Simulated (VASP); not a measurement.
# Mo (Im-3m) in VASP: further runs

Mo is run at these levels: PBEsol; tasks: single point.

Everything below comes from runs of VASP 6.6.1. Logs are shortened: lines on timing, memory, paths and dates and some standing lists are left out, and cuts for length are marked.

### Step 1. The cell of the first run

It takes space group Im-3m (No. 229, cubic). The conventional cell has a = 3.065 Å, b = 3.065 Å, c = 3.065 Å, α = 90.00°, β = 90.00°, γ = 90.00°. Within 3.5 Å of Mo (site symmetry m-3m) lie 14 Mo at 2.65 to 3.07 Å.

### Step 2. Single point, PBEsol

File INCAR:

```
PREC = Accurate
ENCUT = 520
EDIFF = 1E-6
ISMEAR = -1
SIGMA = 0.05
LREAL = False
LASPH = True
NELM = 80
ALGO = Normal
ISIF = 2
LWAVE = False
LCHARG = False
GGA = PS
NBANDS = 13
```

File KPOINTS:

```
Automatic mesh
0
Gamma
  12 12 12
```

File POSCAR:

```
Mo
1.0
   -1.5325851662      1.5325851662      1.5325851662
    1.5325851662     -1.5325851662      1.5325851662
    1.5325851662      1.5325851662     -1.5325851662
Mo
1
Direct
    0.0000000000      0.0000000000      0.0000000000
```

Potentials or basis: VASP PAW PBE potentials, release 64 (Mo_sv).

The run is started by

```bash
> cat potpaw_PBE.64/Mo_sv/POTCAR > POTCAR
> mpirun -np 1 vasp_std > vasp.out
```

OUTCAR:

```text
PREC = Accurate
   ENCUT = 520
   EDIFF = 1E-6
   ISMEAR = -1
   LREAL = False
   LASPH = True
   NELM = 80
   ISIF = 2
   GGA = PS

 ion  position               nearest neighbor table
   1  0.000  0.000  0.000-

  LATTYP: Found a body centered cubic cell.
 ALAT       =     3.0651703324

  Lattice vectors:

 A1 = (  -1.5325851662,   1.5325851662,   1.5325851662)
 A2 = (   1.5325851662,  -1.5325851662,   1.5325851662)
 A3 = (   1.5325851662,   1.5325851662,  -1.5325851662)

Analysis of symmetry for initial positions (statically):
=====================================================================
 Subroutine PRICEL returns:
 Original cell was already a primitive cell.

 Routine SETGRP: Setting up the symmetry group for a
 body centered cubic supercell.

 Subroutine GETGRP returns: Found 48 space group operations
 (whereof 48 operations were pure point group operations)
 out of a pool of 48 trial point group operations.

The static configuration has the point symmetry O_h .

Analysis of symmetry for dynamics (positions and initial velocities):
=====================================================================
 Subroutine PRICEL returns:
 Original cell was already a primitive cell.

 Routine SETGRP: Setting up the symmetry group for a
 body centered cubic supercell.

 Subroutine GETGRP returns: Found 48 space group operations
 (whereof 48 operations were pure point group operations)
 out of a pool of 48 trial point group operations.

The dynamic configuration has the point symmetry O_h .

 Subroutine INISYM returns: Found 48 space group operations
 (whereof 48 operations are pure point group operations),
 and found     1 'primitive' translations

----------------------------------------------------------------------------------------

                                     Primitive cell

  volume of cell :      14.3991

  direct lattice vectors                    reciprocal lattice vectors
    -1.532585166  1.532585166  1.532585166     0.000000000  0.326246143  0.326246143
     1.532585166 -1.532585166  1.532585166     0.326246143  0.000000000  0.326246143
     1.532585166  1.532585166 -1.532585166     0.326246143  0.326246143  0.000000000

  length of vectors
     2.654515375  2.654515375  2.654515375     0.461381721  0.461381721  0.461381721

  position of ions in fractional coordinates (direct lattice)
     0.000000000  0.000000000  0.000000000

  ion indices of the primitive-cell ions
   primitive index   ion index
                 1           1

----------------------------------------------------------------------------------------

 KPOINTS: Automatic mesh

Automatic generation of k-mesh.
 Grid dimensions read from file:
 generate k-points for:   12   12   12

 Generating k-lattice:

  Cartesian coordinates                     Fractional coordinates (reciprocal lattice)
     0.000000000  0.027187179  0.027187179     0.083333333  0.000000000  0.000000000
     0.027187179  0.000000000  0.027187179     0.000000000  0.083333333  0.000000000
     0.027187179  0.027187179  0.000000000     0.000000000  0.000000000  0.083333333

  Length of vectors
     0.038448477  0.038448477  0.038448477

  Shift w.r.t. Gamma in fractional coordinates (k-lattice)
     0.000000000  0.000000000  0.000000000

 Subroutine IBZKPT returns following result:
 ===========================================

 Found     72 irreducible k-points:

 Following reciprocal coordinates:
            Coordinates               Weight
  0.000000  0.000000  0.000000      1.000000
  0.083333  0.000000  0.000000     12.000000
  0.166667  0.000000  0.000000     12.000000
  0.250000  0.000000  0.000000     12.000000
  0.333333  0.000000  0.000000     12.000000
  0.416667  0.000000  0.000000     12.000000
[... 16 lines left out ...]
  0.333333  0.083333  0.083333     24.000000
  0.416667  0.083333  0.083333     12.000000
 [... further k-points ...]
   k-points           NKPTS =     72   k-points in BZ     NKDIM =     72   number of bands    NBANDS=     13
   number of dos      NEDOS =    301   number of ions     NIONS =      1
   total plane-waves  NPLWV =   8000
   dimension x,y,z NGX =    20 NGY =   20 NGZ =   20
   dimension x,y,z NGXF=    40 NGYF=   40 NGZF=   40
   ions per type =               1
   NGX,Y,Z   is equivalent  to a cutoff of  12.53, 12.53, 12.53 a.u.
   NGXF,Y,Z  is equivalent  to a cutoff of  25.05, 25.05, 25.05 a.u.
 SYSTEM =  unknown system
   PREC   = accura    normal or accurate (medium, high low for compatibility)
   ISTART =      0    job   : 0-new  1-cont  2-samecut
   ICHARG =      2    charge: 1-file 2-atom 10-const
   ISPIN  =      1    spin polarized calculation?
   LNONCOLLINEAR =      F non collinear calculations
   LSORBIT =      F    spin-orbit coupling
   LASPH  =      T    aspherical Exc in radial PAW
   ENCUT  =  520.0 eV  38.22 Ry    6.18 a.u.   4.94  4.94  4.94*2*pi/ulx,y,z
   NELM   =     80;   NELMIN=  2; NELMDL= -5     # of ELM steps
   EDIFF  = 0.1E-05   stopping-criterion for ELM
   LREAL  =      F    real-space projection
   EDIFFG = 0.1E-04   stopping-criterion for IOM
   NSW    =      0    number of steps for IOM
   IBRION =     -1    ionic relax: 0-MD 1-quasi-New 2-CG
   NFREE  =      0    steps in history (QN), initial steepest desc. (CG)
   ISIF   =      2    stress and relaxation
   ISYM   =      2    0-nonsym 1-usesym 2-fastsym
   POTIM  = 0.5000    time-step for ionic-motion
   TEBEG  =    0.0;   TEEND  =   0.0 temperature during run
   PSTRESS=    0.0 pullay stress
   NELECT =      14.0000    total number of electrons
   NUPDOWN=      -1.0000    fix difference up-down
   EMIN   =  10.00;   EMAX   =-10.00  energy-range for DOS
   EFERMI =   0.00;   METHOD = LEGACY
   ISMEAR =    -1;   SIGMA  =   0.05  broadening in eV -4-tet -1-fermi 0-gaus
   EFERMI_NEDOS =   21; number of points for ismear=-14 and -15
   IALGO  =     38    algorithm
   IMIX   =      4    mixing-type and parameters
     AMIX     =   0.40;   BMIX     =  1.00
     AMIX_MAG =   1.60;   BMIX_MAG =  1.00
  volume/ion in A,a.u.               =      14.40        97.17
  Fermi-wavevector in a.u.,A,eV,Ry     =   1.621833  3.064821 35.787995  2.630343
  Thomas-Fermi vector in A             =   2.715545
   LORBIT       =      0    0 simple, 1 ext, 2 COOP (PROOUT), +10 PAW based schemes
   GGA     = PS    functional components
   LHFCALC =     F    Hartree Fock is set to
   AEXX    =    0.0000 exact exchange contribution
   IVDW    =     0    specifies the selected vdW correction
   LEPSILON=     F    determine dielectric tensor
   LRPA    =     F    only Hartree local field effects (RPA)
 non-spin polarized calculation
  energy-cutoff  :      520.00
  volume of cell :       14.40
 maximum number of plane-waves:       402
   NGX =  9   NGY =  9   NGZ =  9

 number of electron      13.9999999 magnetization

 Free energy of the ion-electron system (eV)
  ---------------------------------------------------
  ext. energy  EPLUGINS =         0.00000000
  ---------------------------------------------------
  free energy    TOTEN  =       -11.73600026 eV

  energy without entropy =      -11.73411564  energy(sigma->0) =      -11.73505795

 E-fermi :  13.7685     XC(G=0): -13.9990

 val. band max:       13.6198367673   @ k =  -0.1667   0.2500   0.0833
 cond. band min:      13.8232442364   @ k =  -0.3333   0.3333   0.2500
 fundamental gap:      0.2034074692
 Fermi energy:        13.7684775291

 k-point     1 :       0.0000    0.0000    0.0000
  band No.  band energies     occupation
      1     -47.3948      2.00000
      2     -20.4631      2.00000
      3     -20.4631      2.00000
      4     -20.4631      2.00000
      5       6.2960      2.00000
      6      12.2926      2.00000
      7      12.2926      2.00000
      8      12.2926      2.00000
      9      15.6248      0.00000
     10      15.6248      0.00000
     11      28.7463      0.00000
     12      28.7463      0.00000
     13      28.7463      0.00000

 k-point     2 :       0.0833    0.0000    0.0000
  band No.  band energies     occupation
      1     -47.3707      2.00000
      2     -20.5951      2.00000
      3     -20.5031      2.00000
      4     -20.4644      2.00000
      5       6.6307      2.00000
      6      12.0976      2.00000
      7      12.2548      2.00000
      8      12.6151      2.00000
      9      15.3439      0.00000
     10      15.6287      0.00000
     11      29.0063      0.00000
     12      29.3164      0.00000
     13      29.4641      0.00000

 k-point     3 :       0.1667    0.0000    0.0000
  band No.  band energies     occupation
      1     -47.3044      2.00000
      2     -20.9471      2.00000
      3     -20.6110      2.00000
      4     -20.4679      2.00000
      5       7.4924      2.00000
      6      11.6056      2.00000
      7      12.0905      2.00000
      8      13.5521      1.97393
      9      14.9694      0.00000
     10      15.6703      0.00000
     11      29.4299      0.00000
     12      30.8588      0.00000
     13      30.9227      0.00000
[... 305 lines left out ...]
 k-point    23 :       0.3333    0.0833    0.0833
  band No.  band energies     occupation
      1     -47.0394      2.00000
      2     -22.0870      2.00000
      3     -21.0701      2.00000
      4     -20.6025      2.00000
      5       8.7609      2.00000
      6      10.1146      2.00000
      7      13.6034      1.92896
      8      15.8112      0.00000
      9      16.3496      0.00000
     10      20.1732      0.00000
     11      27.0244      0.00000
     12      27.0643      0.00000
     13      31.5328      0.00000

 k-point    24 :       0.4167    0.0833    0.0833
  band No.  band energies     occupation
      1     -47.0167      2.00000
      2     -22.1662      2.00000
      3     -21.1268      2.00000
      4     -20.6068      2.00000
      5       8.6164      2.00000
      6      10.0197      2.00000
      7      14.3626      0.00001
      8      15.8961      0.00000
      9      16.4506      0.00000
     10      20.9426      0.00000
     11      26.0594      0.00000
     12      26.6143      0.00000
     13      30.9974      0.00000

 [... further k-points ...]
[... 5 lines left out ...]
  --------------------------------------------------------------------------------------
  -------------------------------------------------------------------------------------
  Total        1.8658617      1.8658617      1.8658617     -0.0000000     -0.0000000      0.0000000
  in kB      207.6137824    207.6137824    207.6137824     -0.0000000     -0.0000000      0.0000000
  external PRESSURE =     207.6137824 kB  Pullay stress =       0.0000000 kB

 VOLUME and BASIS-vectors are now :
 -----------------------------------------------------------------------------
  energy-cutoff  :      520.00
  volume of cell :       14.40
      direct lattice vectors                 reciprocal lattice vectors
    -1.532585166  1.532585166  1.532585166     0.000000000  0.326246143  0.326246143
     1.532585166 -1.532585166  1.532585166     0.326246143  0.000000000  0.326246143
     1.532585166  1.532585166 -1.532585166     0.326246143  0.326246143  0.000000000

 POSITION                                       TOTAL-FORCE (eV/Angst)
 -----------------------------------------------------------------------------------
      0.00000      0.00000      0.00000        -0.000000      0.000000     -0.000000
 -----------------------------------------------------------------------------------
    total drift:                                0.000000     -0.000000      0.000000

  FREE ENERGIE OF THE ION-ELECTRON SYSTEM (eV)
  ---------------------------------------------------
  free  energy   TOTEN  =       -11.7360002627 eV

  energy  without entropy=      -11.7341156377  energy(sigma->0) =      -11.73505795
```

Wall time 8 s (1 thread of Intel Xeon Platinum 8559C (Emerald Rapids), shared host); peak memory 0.13 GiB.

Results:

```yaml
Free_energy: -11.7360 eV
Pressure: 20.8 GPa
Band_gap_on_the_k_mesh: zero (band 7 reaches 18.33 eV, above the bottom of band 8 at 12.29 eV)
```

Caveat: the PAW data sets were made with another functional, which shifts forces and pressure a little.

### Step 3. Single point, PBEsol

This run uses another cell than the first one, of 14.03 Å³/atom, 0.974 times its volume.

File INCAR:

```
PREC     = Accurate       # precision mode
ENCUT    = 520            # plane-wave cutoff, eV
EDIFF    = 1E-6           # SCF threshold, eV
ISMEAR   = -1             # smearing method
SIGMA    = 0.05           # smearing width, eV
LREAL    = False          # projectors in reciprocal space
LASPH    = True           # aspherical terms in the spheres
NELM     = 100            # most SCF steps
ALGO     = Normal         # electronic algorithm
ISIF     = 2              # what is computed and relaxed
LWAVE    = False          # write WAVECAR
LCHARG   = False          # write CHGCAR
GGA      = PS             # functional
NBANDS   = 13             # bands
```

File KPOINTS:

```
regular mesh
0
Gamma
  12 12 12
```

File POSCAR:

```
Mo
1.0
   -1.5193466002      1.5193466002      1.5193466002
    1.5193466002     -1.5193466002      1.5193466002
    1.5193466002      1.5193466002     -1.5193466002
Mo
1
Direct
    0.0000000000      0.0000000000      0.0000000000
```

Potentials or basis: VASP PAW PBE potentials, release 64 (Mo_sv).

The run is started by

```bash
> cat potpaw_PBE.64/Mo_sv/POTCAR > POTCAR
> mpirun -np 1 vasp_std > vasp.out
```

Run time: 8.7 s. Hardware: 1 thread of Intel Xeon Platinum 8559C (Emerald Rapids), shared host; peak memory 0.13 GiB.

Results (log left out):

```
Free energy            : -11.6765 eV
Pressure               : 30.8 GPa
Band gap on the k mesh : zero (band 7 reaches 18.95 eV, above the bottom of band 8 at 12.68 eV)
```

Levels at points of the mesh, in eV from the Fermi level:
```
           k point  band 5  band 6  band 7  band 8  band 9  band 10
(0.00, 0.00, 0.00)   -7.55   -1.54   -1.54   -1.54    1.89     1.89
(0.50, 0.00, 0.00)   -5.99   -3.92    2.00    2.15    2.73     5.64
(0.50, 0.50, 0.50)   -6.31   -6.31    4.72    4.72    4.72     9.97
```

Caveat: the PAW data sets were made with another functional, which shifts forces and pressure a little.
